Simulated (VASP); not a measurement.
# Ga in VASP: a series of runs

Aim: see how the results for Ga move with the level of theory and the settings. Levels: PBE, LDA, PBEsol. Tasks: single point.

All numbers are computed with VASP 6.6.1; they aren't measurements. Logs are shortened: lines on timing, memory, paths and dates and some standing lists are left out, and cuts for length are marked.

**1. The cell of the first run**

The cell holds a sheet with vacuum, 2 atoms: a = 4.330 Å, b = 4.330 Å, c = 23.800 Å, α = 90.00°, β = 90.00°, γ = 120.00°.

**2. Single point, PBE**

Contents of INCAR:

```
SYSTEM = Ga
ALGO = Normal
EDIFF = 1E-6
ENCUT = 520
GGA = PE
ISIF = 2
ISMEAR = -1
LASPH = .True.
LCHARG = .False.
LREAL = .False.
LWAVE = .False.
NBANDS = 20
NELM = 80
PREC = Accurate
SIGMA = 0.05
```

Contents of KPOINTS:

```
k-points
0
Gamma
  7 7 1
  0 0 0
```

Contents of POSCAR:

```
Ga
1.0
    4.3304700000      0.0000000000      0.0000000000
   -2.1652300000      3.7503000000      0.0000000000
    0.0000000000      0.0000000000     23.8000000000
Ga
2
Direct
    0.3333300000      0.6666700000      0.2941200000
    0.6666700000      0.3333300000      0.2941200000
```

Potentials or basis: VASP PAW PBE potentials, release 64 (Ga_d).

On the command line:

```bash
> cat potpaw_PBE.64/Ga_d/POTCAR > POTCAR
> mpirun -np 1 vasp_std > vasp.out
```

OUTCAR:

```text
SYSTEM = Ga
   EDIFF = 1E-6
   ENCUT = 520
   GGA = PE
   ISIF = 2
   ISMEAR = -1
   LASPH = .True.
   LREAL = .False.
   NELM = 80
   PREC = Accurate

 ion  position               nearest neighbor table
   1  0.333  0.667  0.294-   2 2.50   2 2.50   2 2.50
   2  0.667  0.333  0.294-   1 2.50   1 2.50   1 2.50

  LATTYP: Found a hexagonal cell.
 ALAT       =     4.3304700000
 C/A-ratio  =     5.4959392399

  Lattice vectors:

 A1 = (   4.3304700000,   0.0000000000,   0.0000000000)
 A2 = (  -2.1652300000,   3.7503000000,   0.0000000000)
 A3 = (   0.0000000000,   0.0000000000,  23.8000000000)

Analysis of symmetry for initial positions (statically):
=====================================================================
 Subroutine PRICEL returns:
 Original cell was already a primitive cell.

 Routine SETGRP: Setting up the symmetry group for a
 hexagonal supercell.

 Subroutine GETGRP returns: Found  8 space group operations
 (whereof  4 operations were pure point group operations)
 out of a pool of 24 trial point group operations.

The static configuration has the point symmetry C_2v.
 The point group associated with its full space group is D_2h.

Analysis of symmetry for dynamics (positions and initial velocities):
=====================================================================
 Subroutine PRICEL returns:
 Original cell was already a primitive cell.

 Routine SETGRP: Setting up the symmetry group for a
 hexagonal supercell.

 Subroutine GETGRP returns: Found  8 space group operations
 (whereof  4 operations were pure point group operations)
 out of a pool of 24 trial point group operations.

The dynamic configuration has the point symmetry C_2v.
 The point group associated with its full space group is D_2h.

 Subroutine INISYM returns: Found  8 space group operations
 (whereof  4 operations are pure point group operations),
 and found     1 'primitive' translations

----------------------------------------------------------------------------------------

                                     Primitive cell

  volume of cell :     386.5254

  direct lattice vectors                    reciprocal lattice vectors
     4.330470000  0.000000000  0.000000000     0.230921817  0.133322360  0.000000000
    -2.165230000  3.750300000  0.000000000     0.000000000  0.266645335  0.000000000
     0.000000000  0.000000000 23.800000000     0.000000000  0.000000000  0.042016807

  length of vectors
     4.330470000  4.330470072 23.800000000     0.266645339  0.266645335  0.042016807

  position of ions in fractional coordinates (direct lattice)
     0.333330000  0.666670000  0.294120000
     0.666670000  0.333330000  0.294120000

  ion indices of the primitive-cell ions
   primitive index   ion index
                 1           1
                 2           2

----------------------------------------------------------------------------------------

 KPOINTS: k-points

Automatic generation of k-mesh.
 Grid dimensions read from file:
 generate k-points for:    7    7    1

 Generating k-lattice:

  Cartesian coordinates                     Fractional coordinates (reciprocal lattice)
     0.032988831  0.019046051  0.000000000     0.142857143 -0.000000000  0.000000000
     0.000000000  0.038092191  0.000000000     0.000000000  0.142857143  0.000000000
     0.000000000  0.000000000  0.042016807     0.000000000  0.000000000  1.000000000

  Length of vectors
     0.038092191  0.038092191  0.042016807

  Shift w.r.t. Gamma in fractional coordinates (k-lattice)
     0.000000000  0.000000000  0.000000000

 Subroutine IBZKPT returns following result:
 ===========================================

 Found     16 irreducible k-points:

 Following reciprocal coordinates:
            Coordinates               Weight
  0.000000  0.000000  0.000000      1.000000
  0.142857  0.000000  0.000000      4.000000
 -0.142857  0.142857  0.000000      2.000000
  0.285714  0.000000  0.000000      4.000000
 -0.285714  0.285714  0.000000      2.000000
  0.428571  0.000000  0.000000      4.000000
[... 8 lines left out ...]
  0.285714  0.285714  0.000000      2.000000
 -0.285714 -0.428571  0.000000      4.000000
   k-points           NKPTS =     16   k-points in BZ     NKDIM =     16   number of bands    NBANDS=     20
   number of dos      NEDOS =    301   number of ions     NIONS =      2
   total plane-waves  NPLWV = 184320
   dimension x,y,z NGX =    32 NGY =   32 NGZ =  180
   dimension x,y,z NGXF=    64 NGYF=   64 NGZF=  360
   ions per type =               2
   NGX,Y,Z   is equivalent  to a cutoff of  12.28, 12.28, 12.57 a.u.
   NGXF,Y,Z  is equivalent  to a cutoff of  24.57, 24.57, 25.15 a.u.
 SYSTEM =  Ga
   PREC   = accura    normal or accurate (medium, high low for compatibility)
   ISTART =      0    job   : 0-new  1-cont  2-samecut
   ICHARG =      2    charge: 1-file 2-atom 10-const
   ISPIN  =      1    spin polarized calculation?
   LNONCOLLINEAR =      F non collinear calculations
   LSORBIT =      F    spin-orbit coupling
   LASPH  =      T    aspherical Exc in radial PAW
   ENCUT  =  520.0 eV  38.22 Ry    6.18 a.u.   8.05  8.05 44.25*2*pi/ulx,y,z
   NELM   =     80;   NELMIN=  2; NELMDL= -5     # of ELM steps
   EDIFF  = 0.1E-05   stopping-criterion for ELM
   LREAL  =      F    real-space projection
   EDIFFG = 0.1E-04   stopping-criterion for IOM
   NSW    =      0    number of steps for IOM
   IBRION =     -1    ionic relax: 0-MD 1-quasi-New 2-CG
   NFREE  =      0    steps in history (QN), initial steepest desc. (CG)
   ISIF   =      2    stress and relaxation
   ISYM   =      2    0-nonsym 1-usesym 2-fastsym
   POTIM  = 0.5000    time-step for ionic-motion
   TEBEG  =    0.0;   TEEND  =   0.0 temperature during run
   PSTRESS=    0.0 pullay stress
   NELECT =      26.0000    total number of electrons
   NUPDOWN=      -1.0000    fix difference up-down
   EMIN   =  10.00;   EMAX   =-10.00  energy-range for DOS
   EFERMI =   0.00;   METHOD = LEGACY
   ISMEAR =    -1;   SIGMA  =   0.05  broadening in eV -4-tet -1-fermi 0-gaus
   EFERMI_NEDOS =   21; number of points for ismear=-14 and -15
   IALGO  =     38    algorithm
   IMIX   =      4    mixing-type and parameters
     AMIX     =   0.40;   BMIX     =  1.00
     AMIX_MAG =   1.60;   BMIX_MAG =  1.00
  volume/ion in A,a.u.               =     193.26      1304.20
  Fermi-wavevector in a.u.,A,eV,Ry     =   0.665794  1.258168  6.031215  0.443282
  Thomas-Fermi vector in A             =   1.739898
   LORBIT       =      0    0 simple, 1 ext, 2 COOP (PROOUT), +10 PAW based schemes
   GGA     = PE    functional components
   LHFCALC =     F    Hartree Fock is set to
   AEXX    =    0.0000 exact exchange contribution
   IVDW    =     0    specifies the selected vdW correction
   LEPSILON=     F    determine dielectric tensor
   LRPA    =     F    only Hartree local field effects (RPA)
 non-spin polarized calculation
  energy-cutoff  :      520.00
  volume of cell :      386.53
 maximum number of plane-waves:     10440
   NGX = 17   NGY = 17   NGZ = 89

 number of electron      26.0000003 magnetization

 Free energy of the ion-electron system (eV)
  ---------------------------------------------------
  ext. energy  EPLUGINS =         0.00000000
  ---------------------------------------------------
  free energy    TOTEN  =        -4.56658383 eV

  energy without entropy =       -4.55013751  energy(sigma->0) =       -4.55836067

 E-fermi :  -3.3739     XC(G=0):  -1.7972

 val. band max:       -3.4558689440   @ k =   0.2857   0.0000   0.0000
 cond. band min:      -3.3456201430   @ k =  -0.1429   0.2857   0.0000
 fundamental gap:      0.1102488010
 Fermi energy:        -3.3739119656

 k-point     1 :       0.0000    0.0000    0.0000
  band No.  band energies     occupation
      1     -18.2330      2.00000
      2     -18.1102      2.00000
      3     -18.1102      2.00000
      4     -18.0604      2.00000
      5     -18.0603      2.00000
      6     -17.8984      2.00000
[... 12 lines left out ...]
     19       1.7927      0.00000
     20       1.8394      0.00000

 k-point     2 :       0.1429    0.0000    0.0000
  band No.  band energies     occupation
      1     -18.2293      2.00000
      2     -18.1150      2.00000
      3     -18.1040      2.00000
      4     -18.1018      2.00000
      5     -18.1011      2.00000
      6     -17.9070      2.00000
[... 12 lines left out ...]
     19       1.9093      0.00000
     20       2.0057      0.00000

 k-point     3 :      -0.1429    0.1429    0.0000
  band No.  band energies     occupation
      1     -18.2293      2.00000
      2     -18.1150      2.00000
      3     -18.1040      2.00000
      4     -18.1018      2.00000
      5     -18.1011      2.00000
      6     -17.9070      2.00000
[... 12 lines left out ...]
     19       1.9092      0.00000
     20       2.0057      0.00000

 k-point     4 :       0.2857    0.0000    0.0000
  band No.  band energies     occupation
      1     -18.2268      2.00000
      2     -18.1615      2.00000
      3     -18.1543      2.00000
      4     -18.1251      2.00000
      5     -18.0882      2.00000
      6     -17.9283      2.00000
[... 12 lines left out ...]
     19       1.9213      0.00000
     20       2.6478      0.00000

 k-point     5 :      -0.2857    0.2857    0.0000
  band No.  band energies     occupation
      1     -18.2268      2.00000
      2     -18.1614      2.00000
      3     -18.1543      2.00000
      4     -18.1251      2.00000
      5     -18.0882      2.00000
      6     -17.9283      2.00000
[... 12 lines left out ...]
     19       1.9213      0.00000
     20       2.6478      0.00000
[... 169 lines left out ...]
      6     -17.9663      2.00000
[... 12 lines left out ...]
     19       2.9690      0.00000
     20       3.5840      0.00000

 k-point    14 :       0.4286    0.4286    0.0000
  band No.  band energies     occupation
      1     -18.2611      2.00000
      2     -18.1859      2.00000
      3     -18.1717      2.00000
      4     -18.1400      2.00000
      5     -18.0540      2.00000
      6     -17.9663      2.00000
[... 12 lines left out ...]
     19       2.9690      0.00000
     20       3.5841      0.00000

 k-point    15 :       0.2857    0.2857    0.0000
  band No.  band energies     occupation
      1     -18.2756      2.00000
      2     -18.1750      2.00000
      3     -18.1731      2.00000
      4     -18.1453      2.00000
      5     -18.0339      2.00000
      6     -17.9858      2.00000
[... 12 lines left out ...]
     19       3.2819      0.00000
     20       3.5050      0.00000

 k-point    16 :      -0.2857   -0.4286    0.0000
  band No.  band energies     occupation
      1     -18.2755      2.00000
      2     -18.1750      2.00000
      3     -18.1730      2.00000
      4     -18.1453      2.00000
      5     -18.0339      2.00000
      6     -17.9858      2.00000
[... 12 lines left out ...]
     19       3.2817      0.00000
     20       3.5050      0.00000

------------------------ aborting loop because EDIFF is reached ----------------------------------------

  FORCE on cell =-STRESS in cart. coord.  units (eV):
  Direction    XX          YY          ZZ          XY          YZ          ZX
  --------------------------------------------------------------------------------------
  -------------------------------------------------------------------------------------
  Total       -0.0435850     -0.0432496     -0.0003574      0.0002905      0.0000000      0.0000000
  in kB       -0.1806632     -0.1792728     -0.0014816      0.0012041      0.0000000      0.0000000
  external PRESSURE =      -0.1204725 kB  Pullay stress =       0.0000000 kB

 VOLUME and BASIS-vectors are now :
 -----------------------------------------------------------------------------
  energy-cutoff  :      520.00
  volume of cell :      386.53
      direct lattice vectors                 reciprocal lattice vectors
     4.330470000  0.000000000  0.000000000     0.230921817  0.133322360  0.000000000
    -2.165230000  3.750300000  0.000000000     0.000000000  0.266645335  0.000000000
     0.000000000  0.000000000 23.800000000     0.000000000  0.000000000  0.042016807

 POSITION                                       TOTAL-FORCE (eV/Angst)
 -----------------------------------------------------------------------------------
     -0.00002      2.50021      7.00006         0.000181     -0.000105      0.000000
      2.16526      1.25009      7.00006        -0.000181      0.000105      0.000000
 -----------------------------------------------------------------------------------
    total drift:                               -0.000000     -0.000000      0.000203

  FREE ENERGIE OF THE ION-ELECTRON SYSTEM (eV)
  ---------------------------------------------------
  free  energy   TOTEN  =        -4.5665838294 eV

  energy  without entropy=       -4.5501375102  energy(sigma->0) =       -4.55836067
```

Wall time 3.4 min (1 thread of Intel Xeon 8259CL, shared host); peak memory 0.47 GiB.

Results:

| Property | Result |
| --- | --- |
| Free energy | -4.5666 eV |
| Band gap on the k mesh | zero (bands 13 and 14 overlap by 1.25 eV) |

Levels at points of the mesh, in eV from the Fermi level:
| k point | band 11 | band 12 | band 13 | band 14 | band 15 | band 16 |
| --- | --- | --- | --- | --- | --- | --- |
| (0.00, 0.00, 0.00) | -8.18 | -0.90 | 1.28 | 1.28 | 1.63 | 3.43 |

**3. Single point, PBE**

Contents of INCAR:

```
SYSTEM = Ga
ALGO = Normal ; DIPOL = 0.5 0.5 0.294
EDIFF = 1E-6 ; ENCUT = 520
GGA = PE ; IDIPOL = 3
ISIF = 2 ; ISMEAR = -1
LASPH = .True. ; LCHARG = .False.
LDIPOL = .True. ; LREAL = .False.
LWAVE = .False. ; NBANDS = 20
NELM = 80 ; PREC = Accurate
SIGMA = 0.05
```

KPOINTS is that of step 2.

POSCAR is that of step 2.

Potentials or basis: VASP PAW PBE potentials, release 64 (Ga_d).

On the command line:

```bash
> cat potpaw_PBE.64/Ga_d/POTCAR > POTCAR
> mpirun -np 1 vasp_std > vasp.out
```

OUTCAR:

```text
SYSTEM = Ga
   EDIFF = 1E-6
   ENCUT = 520
   GGA = PE
   ISIF = 2
   ISMEAR = -1
   LASPH = .True.
   LREAL = .False.
   NELM = 80
   PREC = Accurate

 ion  position               nearest neighbor table
   1  0.333  0.667  0.294-   2 2.50   2 2.50   2 2.50
   2  0.667  0.333  0.294-   1 2.50   1 2.50   1 2.50

  LATTYP: Found a hexagonal cell.
 ALAT       =     4.3304700000
 C/A-ratio  =     5.4959392399

  Lattice vectors:

 A1 = (   4.3304700000,   0.0000000000,   0.0000000000)
 A2 = (  -2.1652300000,   3.7503000000,   0.0000000000)
 A3 = (   0.0000000000,   0.0000000000,  23.8000000000)

Analysis of symmetry for initial positions (statically):
=====================================================================
 Subroutine PRICEL returns:
 Original cell was already a primitive cell.

 Routine SETGRP: Setting up the symmetry group for a
 hexagonal supercell.

 Subroutine GETGRP returns: Found  8 space group operations
 (whereof  4 operations were pure point group operations)
 out of a pool of 24 trial point group operations.

The static configuration has the point symmetry C_2v.
[... 155 lines left out ...]
 E-fermi :  -3.3739     XC(G=0):  -1.7972

 val. band max:       -3.4558687813   @ k =   0.2857   0.0000   0.0000
 cond. band min:      -3.3456201098   @ k =  -0.1429   0.2857   0.0000
 fundamental gap:      0.1102486716
 Fermi energy:        -3.3739118847

 k-point     1 :       0.0000    0.0000    0.0000
  band No.  band energies     occupation
      1     -18.2330      2.00000
      2     -18.1102      2.00000
      3     -18.1102      2.00000
      4     -18.0604      2.00000
      5     -18.0603      2.00000
      6     -17.8984      2.00000
[... 357 lines left out ...]
     19       3.2817      0.00000
     20       3.5050      0.00000

------------------------ aborting loop because EDIFF is reached ----------------------------------------

 vacuum level on the upper side and lower side of the slab       (xc-potential included)        -0.008        -0.008

  FORCE on cell =-STRESS in cart. coord.  units (eV):
  Direction    XX          YY          ZZ          XY          YZ          ZX
  --------------------------------------------------------------------------------------
  -------------------------------------------------------------------------------------
  Total       -0.0435827     -0.0432474     -0.0003490      0.0002904      0.0000000      0.0000000
  in kB       -0.1806538     -0.1792637     -0.0014467      0.0012039      0.0000000      0.0000000
  external PRESSURE =      -0.1204547 kB  Pullay stress =       0.0000000 kB

 VOLUME and BASIS-vectors are now :
 -----------------------------------------------------------------------------
  energy-cutoff  :      520.00
  volume of cell :      386.53
      direct lattice vectors                 reciprocal lattice vectors
     4.330470000  0.000000000  0.000000000     0.230921817  0.133322360  0.000000000
    -2.165230000  3.750300000  0.000000000     0.000000000  0.266645335  0.000000000
     0.000000000  0.000000000 23.800000000     0.000000000  0.000000000  0.042016807

 POSITION                                       TOTAL-FORCE (eV/Angst)
 -----------------------------------------------------------------------------------
     -0.00002      2.50021      7.00006         0.000181     -0.000105      0.000000
      2.16526      1.25009      7.00006        -0.000181      0.000105      0.000000
 -----------------------------------------------------------------------------------
    total drift:                               -0.000000     -0.000000      0.000250

  FREE ENERGIE OF THE ION-ELECTRON SYSTEM (eV)
  ---------------------------------------------------
  free  energy   TOTEN  =        -4.5665838295 eV

  energy  without entropy=       -4.5501375050  energy(sigma->0) =       -4.55836067

 vacuum level on the upper side and lower side of the slab         0.945         0.945
```

Run time: 2.7 min. Hardware: 1 thread of Intel Xeon 8259CL, shared host; peak memory 0.47 GiB.

What came out:

| Item | Value |
| --- | --- |
| Free energy | -4.5666 eV |
| Band gap on the k mesh | zero (bands 13 and 14 overlap by 1.25 eV) |

Levels at points of the mesh, in eV from the Fermi level:
```csv
k point,band 11,band 12,band 13,band 14,band 15,band 16
"(0.00, 0.00, 0.00)",-8.18,-0.90,1.28,1.28,1.63,3.43
```

(Continued in part 2 of 3.)

The gap in the log of VASP goes by the Fermi energy; the results here count the filled bands.